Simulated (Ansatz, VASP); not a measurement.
One calculation of Te2Mo, two programs

The input INCAR:

```
ALGO = Normal
EDIFF = 1E-6
ENCUT = 520
GGA = PS
ISIF = 2
ISMEAR = -1
LASPH = True
LCHARG = True
LELF = True
LREAL = False
LVHAR = True
LWAVE = False
NBANDS = 20
NELM = 100
PREC = Accurate
SIGMA = 0.05
```

KPOINTS

```
k-points
0
Gamma
  9 9 2
```

Contents of POSCAR:

```
Te2Mo
1.0
    3.5838112019      0.0000000000      0.0000000000
   -1.7919056009      3.1036715432      0.0000000000
    0.0000000000      0.0000000000     17.6401145653
Te Mo
2 1
Direct
    0.3333333333      0.6666666667      0.1021445500
    0.3333333333      0.6666666667      0.8978554500
    0.0000000000      0.0000000000      0.0000000000
```

Contents of input.yaml:

```yaml
crystal:
  lattice:
    - [3.5838112019, 0.0, 0.0]
    - [-1.7919056009, 3.1036715432, 0.0]
    - [0.0, 0.0, 17.6401145653]
  atoms:
    - { symbol: Te, position: [0.3333333333, 0.6666666667, 0.10214455] }
    - { symbol: Te, position: [0.3333333333, 0.6666666667, 0.89785545] }
    - { symbol: Mo, position: [0.0, 0.0, 0.0] }
hamiltonian:
  xc: pbesol
  pseudopotentials: { kind: paw }
kpoints:
  mp_grid: { grid: [9, 9, 2] }
scf:
  occupations: { method: fermi_dirac, width: 0.05 }
output:
  forces: true
  stress: true
  eigenvalues: true
```

Alike in both runs: task single point; functional PBEsol; k mesh 9 × 9 × 2; occupations fermi-dirac, width 0.05 eV; no spin polarisation.

```csv
,VASP,Ansatz
version,VASP 6.6.1,Ansatz 0.2.0
potentials or method,"VASP PAW PBE potentials, release 64 (Te, Mo_sv)",Ansatz PAW
plane-wave cutoff (eV),520,420
valence electrons in the cell,26,46
```

```tsv
	VASP	Ansatz	Ansatz less VASP
gap on the k mesh at the Fermi level (eV)	1.02	1.02	+0.001
least direct gap on the mesh (eV)	1.02	1.02	+0.001
rms of the force components (eV/Å)	0.196	0.209	+0.0127
```

VASP's potentials were made for PBE, not for PBEsol. Atom by atom the forces differ by 0.013 eV/Å (rms over components). With one functional, cell and mesh, what is left measures potentials, basis and numerics. VASP's potentials hold 26 valence electrons a cell and Ansatz's 46, so a difference there can come from the potentials and not from the codes.

Neither program's run includes spin-orbit coupling. Noted on Ansatz's run: odd divisions of the mesh miss points on the zone boundary, where band edges often lie, so the gap on the mesh can be too wide.
